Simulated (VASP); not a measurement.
Ta3Ru, 4 atoms in the cell. The structure is cubic, space group Fm-3m (No. 225). The conventional cell has a = 6.389 Å, b = 6.389 Å, c = 6.389 Å, α = 90.00°, β = 90.00°, γ = 90.00°. Within 3.6 Å of Ta (site symmetry -43m) lie 10 Ta at 2.77 to 3.19 Å and 4 Ru at 2.77 Å. Within 3.6 Å of Ta (site symmetry m-3m) lie 8 Ta at 2.77 Å and 6 Ru at 3.19 Å. Ru (site symmetry m-3m) has 14 Ta at 2.77 to 3.19 Å within 3.6 Å. 

- Program: VASP 6.6.1
- Task: single point
- Functional: LDA
- Potentials or basis: VASP PAW LDA potentials, release 64 (Ta_pv, Ru_pv)
- Cutoff: 520 eV
- k mesh: 12 × 12 × 12
- Occupations: fermi-dirac, width 0.15 eV
- Spin: no spin polarisation
- Dipole correction: no
- Further INCAR settings: ALGO = Fast; EDIFF = 1e-06; NBANDS = 32

Potentials or basis: VASP PAW LDA potentials, release 64 (Ta_pv, Ru_pv).

Launch:

```sh
$ cat potpaw_LDA.64/Ta_pv/POTCAR potpaw_LDA.64/Ru_pv/POTCAR > POTCAR
$ mpirun -np 1 vasp_std > vasp.out
```

Hardware: 1 thread of Intel(R) Xeon(R) Platinum 8259CL CPU @ 2.50GHz (Skylake/Cascade Lake) (shared host).

Question: Estimate the wall time of this run.

Answer: It took 3 min on 1 thread of Intel(R) Xeon(R) Platinum 8259CL CPU @ 2.50GHz (Skylake/Cascade Lake), with other jobs on the host, peak memory 0.26 GiB. Counts: scf iterations 15, k points 72.
